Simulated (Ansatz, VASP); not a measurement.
In4P5: VASP beside Ansatz

```
P In
1.0
     4.15650    0.00000    0.00000
     0.00000    4.15650    0.00000
     0.00000    0.00000   26.75636
P In
5 4
Direct
  0.00000 0.50000 0.28031
  0.50000 0.00000 0.39015
  0.00000 0.50000 0.50000
  0.50000 0.00000 0.60985
  0.00000 0.50000 0.71969
  0.50000 0.50000 0.33523
  0.00000 0.00000 0.44508
  0.50000 0.50000 0.55492
  0.00000 0.00000 0.66477
```

Alike in both runs: task single point; functional PBEsol; k mesh 8 × 8 × 1; occupations methfessel-paxton of order 1, width 0.2 eV; no spin polarisation.

|  | VASP | Ansatz |
| --- | --- | --- |
| version | VASP 6.6.1 | Ansatz 0.2.0 |
| potentials or method | VASP PAW PBE potentials, release 64 (P, In_d), cutoff 520 eV | scalar-relativistic, plane waves, PAW |
| valence electrons in the cell | 77 | 77 |

|  | VASP | Ansatz | Ansatz less VASP |
| --- | --- | --- | --- |
| gap on the k mesh at the Fermi level (eV) | none | none | - |
| rms of the force components (eV/Å) | 0.141 | 0.140 | -0.0007 |

VASP's potentials were made for PBE, not for PBEsol. A gap of «none» marks a metal or a gap that the smearing closes.
